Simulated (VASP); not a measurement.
# SnTe (I4/mmm) in VASP: notebook, part 2 of 2

VASP 6.6.1. The steps go on from the part before.

**3. Electric field gradients, LDA (equal xx and yy strain of +2 %)**

INCAR reads:

```
SYSTEM = SnTe
PREC     = Accurate       ! precision mode
ENCUT    = 520            ! plane-wave cutoff, eV
EDIFF    = 1E-8           ! SCF threshold, eV
ISMEAR   = -1             ! smearing method
SIGMA    = 0.08           ! smearing width, eV
LREAL    = .False.        ! projectors in reciprocal space
LASPH    = .True.         ! aspherical terms in the spheres
NELM     = 60             ! most SCF steps
ALGO     = Normal         ! electronic algorithm
ISIF     = 2              ! what is computed and relaxed
LWAVE    = .False.        ! write WAVECAR
LCHARG   = .False.        ! write CHGCAR
LEFG     = .True.       
NBANDS   = 17             ! bands
```

KPOINTS reads:

```
regular mesh
0
Gamma
  11 11 11
  0 0 0
```

POSCAR reads:

```
SnTe
1.0
    0.0000000000      3.2196300000      3.1565000000
    3.2196300000      0.0000000000      3.1565000000
    3.2196300000      3.2196300000      0.0000000000
Sn Te
1 1
Direct
    0.0000000000      0.0000000000      0.0000000000
    0.5000000000      0.5000000000      0.5000000000
```

Potentials or basis: VASP PAW LDA potentials, release 64 (Sn_d, Te).

Run with:

```
cat potpaw_LDA.64/Sn_d/POTCAR potpaw_LDA.64/Te/POTCAR > POTCAR
mpirun -np 1 vasp_std > vasp.out
```

OUTCAR:

```text
SYSTEM = SnTe
   PREC = Accurate
   ENCUT = 520
   EDIFF = 1E-8
   ISMEAR = -1
   LREAL = .False.
   LASPH = .True.
   NELM = 60
   ISIF = 2

 ion  position               nearest neighbor table
   1  0.000  0.000  0.000-   2 3.16   2 3.16   2 3.22   2 3.22   2 3.22   2 3.22
   2  0.500  0.500  0.500-   1 3.16   1 3.16   1 3.22   1 3.22   1 3.22   1 3.22

  LATTYP: Found a body centered tetragonal cell.
 ALAT       =     4.5532444118
 C/A-ratio  =     1.3864838847

  Lattice vectors:

 A1 = (   0.0000000000,  -3.2196300000,  -3.1565000000)
 A2 = (   0.0000000000,   3.2196300000,  -3.1565000000)
 A3 = (   3.2196300000,   0.0000000000,   3.1565000000)

Analysis of symmetry for initial positions (statically):
=====================================================================
 Subroutine PRICEL returns:
 Original cell was already a primitive cell.

 Routine SETGRP: Setting up the symmetry group for a
 body centered tetragonal supercell.

 Subroutine GETGRP returns: Found 16 space group operations
 (whereof 16 operations were pure point group operations)
 out of a pool of 16 trial point group operations.

The static configuration has the point symmetry D_4h.

Analysis of symmetry for dynamics (positions and initial velocities):
=====================================================================
 Subroutine PRICEL returns:
 Original cell was already a primitive cell.

 Routine SETGRP: Setting up the symmetry group for a
 body centered tetragonal supercell.

 Subroutine GETGRP returns: Found 16 space group operations
 (whereof 16 operations were pure point group operations)
 out of a pool of 16 trial point group operations.

The dynamic configuration has the point symmetry D_4h.

 Subroutine INISYM returns: Found 16 space group operations
 (whereof 16 operations are pure point group operations),
 and found     1 'primitive' translations

----------------------------------------------------------------------------------------

                                     Primitive cell

  volume of cell :      65.4407

  direct lattice vectors                    reciprocal lattice vectors
     0.000000000  3.219630000  3.156500000    -0.155297348  0.155297348  0.158403295
     3.219630000  0.000000000  3.156500000     0.155297348 -0.155297348  0.158403295
     3.219630000  3.219630000  0.000000000     0.155297348  0.155297348 -0.158403295

  length of vectors
     4.508825744  4.508825744  4.553244412     0.270787991  0.270787991  0.270787991

  position of ions in fractional coordinates (direct lattice)
     0.000000000  0.000000000  0.000000000
     0.500000000  0.500000000  0.500000000

  ion indices of the primitive-cell ions
   primitive index   ion index
                 1           1
                 2           2

----------------------------------------------------------------------------------------

 KPOINTS: regular mesh

Automatic generation of k-mesh.
 Grid dimensions read from file:
 generate k-points for:   11   11   11

 Generating k-lattice:
[... 70 lines left out ...]
   POTIM  = 0.5000    time-step for ionic-motion
   TEBEG  =    0.0;   TEEND  =   0.0 temperature during run
   PSTRESS=    0.0 pullay stress
   NELECT =      20.0000    total number of electrons
   NUPDOWN=      -1.0000    fix difference up-down
   EMIN   =  10.00;   EMAX   =-10.00  energy-range for DOS
   EFERMI =   0.00;   METHOD = LEGACY
   ISMEAR =    -1;   SIGMA  =   0.08  broadening in eV -4-tet -1-fermi 0-gaus
   EFERMI_NEDOS =   21; number of points for ismear=-14 and -15
   IALGO  =     38    algorithm
   IMIX   =      4    mixing-type and parameters
     AMIX     =   0.40;   BMIX     =  1.00
     AMIX_MAG =   1.60;   BMIX_MAG =  1.00
  volume/ion in A,a.u.               =      32.72       220.81
  Fermi-wavevector in a.u.,A,eV,Ry     =   1.102729  2.083856 16.544847  1.216012
  Thomas-Fermi vector in A             =   2.239177
   LORBIT       =      0    0 simple, 1 ext, 2 COOP (PROOUT), +10 PAW based schemes
   GGA     = CA    functional components
   LHFCALC =     F    Hartree Fock is set to
   AEXX    =    0.0000 exact exchange contribution
   IVDW    =     0    specifies the selected vdW correction
   LEPSILON=     F    determine dielectric tensor
   LRPA    =     F    only Hartree local field effects (RPA)
 non-spin polarized calculation
  energy-cutoff  :      520.00
  volume of cell :       65.44
 maximum number of plane-waves:      1785
 NGX is ok and might be reduce to    36
   NGX = 17   NGY = 17   NGZ = 17

 number of electron      20.0000005 magnetization

 Free energy of the ion-electron system (eV)
  ---------------------------------------------------
  ext. energy  EPLUGINS =         0.00000000
  ---------------------------------------------------
  free energy    TOTEN  =        -8.77739737 eV

  energy without entropy =       -8.77586095  energy(sigma->0) =       -8.77662916

 E-fermi :   6.1368     XC(G=0):  -9.5438

 val. band max:        5.9593676415   @ k =   0.4545   0.0000   0.0000
 cond. band min:       6.3561390279   @ k =   0.4545   0.0000   0.0000
 fundamental gap:      0.3967713864
 Fermi energy:         6.1367728522

 k-point     1 :       0.0000    0.0000    0.0000
  band No.  band energies     occupation
      1     -15.5977      2.00000
      2     -15.5914      2.00000
      3     -15.5905      2.00000
      4     -15.5854      2.00000
      5     -15.5854      2.00000
      6      -6.3158      2.00000
[... 457 lines left out ...]
      4     -15.5840      2.00000
      5     -15.5825      2.00000
      6      -5.6898      2.00000
[... 9 lines left out ...]
     16      14.0443      0.00000
     17      14.3591      0.00000

 [... further k-points ...]

------------------------ aborting loop because EDIFF is reached ----------------------------------------

  FORCE on cell =-STRESS in cart. coord.  units (eV):
  Direction    XX          YY          ZZ          XY          YZ          ZX
  --------------------------------------------------------------------------------------
  -------------------------------------------------------------------------------------
  Total       -1.5877797     -1.5877797     -0.7139250      0.0000000      0.0000000      0.0000000
  in kB      -38.8734520    -38.8734520    -17.4789548      0.0000000      0.0000000      0.0000000
  external PRESSURE =     -31.7419529 kB  Pullay stress =       0.0000000 kB

 VOLUME and BASIS-vectors are now :
 -----------------------------------------------------------------------------
  energy-cutoff  :      520.00
  volume of cell :       65.44
      direct lattice vectors                 reciprocal lattice vectors
     0.000000000  3.219630000  3.156500000    -0.155297348  0.155297348  0.158403295
     3.219630000  0.000000000  3.156500000     0.155297348 -0.155297348  0.158403295
     3.219630000  3.219630000  0.000000000     0.155297348  0.155297348 -0.158403295

 POSITION                                       TOTAL-FORCE (eV/Angst)
 -----------------------------------------------------------------------------------
      0.00000      0.00000      0.00000         0.000000     -0.000000      0.000000
      3.21963      3.21963      3.15650        -0.000000      0.000000      0.000000
 -----------------------------------------------------------------------------------
    total drift:                               -0.000000      0.000000      0.000000

  FREE ENERGIE OF THE ION-ELECTRON SYSTEM (eV)
  ---------------------------------------------------
  free  energy   TOTEN  =        -8.7773973707 eV

  energy  without entropy=       -8.7758609528  energy(sigma->0) =       -8.77662916

 Electric field gradients (V/A^2)
---------------------------------------------------------------------
 ion       V_xx      V_yy      V_zz      V_xy      V_xz      V_yz
---------------------------------------------------------------------
   1      15.007    15.007   -30.013    -0.001    -0.002    -0.002
   2       3.499     3.499    -6.997    -0.000    -0.000    -0.000
---------------------------------------------------------------------

 Electric field gradients after diagonalization (V/A^2)
 (convention: |V_zz| > |V_xx| > |V_yy|)
----------------------------------------------------------------------
 ion       V_xx      V_yy      V_zz     asymmetry (V_yy - V_xx)/ V_zz
----------------------------------------------------------------------
   1      15.007    15.006   -30.013       0.000
   2       3.499     3.499    -6.997       0.000
----------------------------------------------------------------------

           NMR quadrupolar parameters

 Cq : quadrupolar parameter    Cq=e*Q*V_zz/h
 eta: asymmetry parameters     (V_yy - V_xx)/ V_zz
 Q  : nuclear electric quadrupole moment in mb (millibarn)
----------------------------------------------------------------------
 ion       Cq(MHz)       eta       Q (mb)
----------------------------------------------------------------------
   1      -0.073       0.000       1.000
   2      -0.017       0.000       1.000
----------------------------------------------------------------------
```

Run time: 52 s. Hardware: 1 thread of Intel Xeon 6975P-C (Granite Rapids), shared host; peak memory 0.27 GiB.

Results:

- Free energy: -8.7774 eV
- Pressure: -3.2 GPa
- Band gap on the k mesh: 0.40 eV
- Largest electric field gradient by atom: Sn -30.0; Te -7.0 V/Å²

Electric field gradients, principal values (V/Å²):
```
atom   least  middle  greatest (by size)
1 Sn  15.006  15.007             -30.013
2 Te   3.499   3.499              -6.997
```

Caveat: the cell differs from its parent crystal (equal xx and yy strain of +2 %); the cell stands under tension; without QUAD_EFG the Cq values of the log hold for a quadrupole moment of 1 mb, not for the nuclei; spin-orbit coupling is left out, which moves the levels of the heavy elements; an odd mesh through Γ misses points on the zone boundary, where band edges can lie.
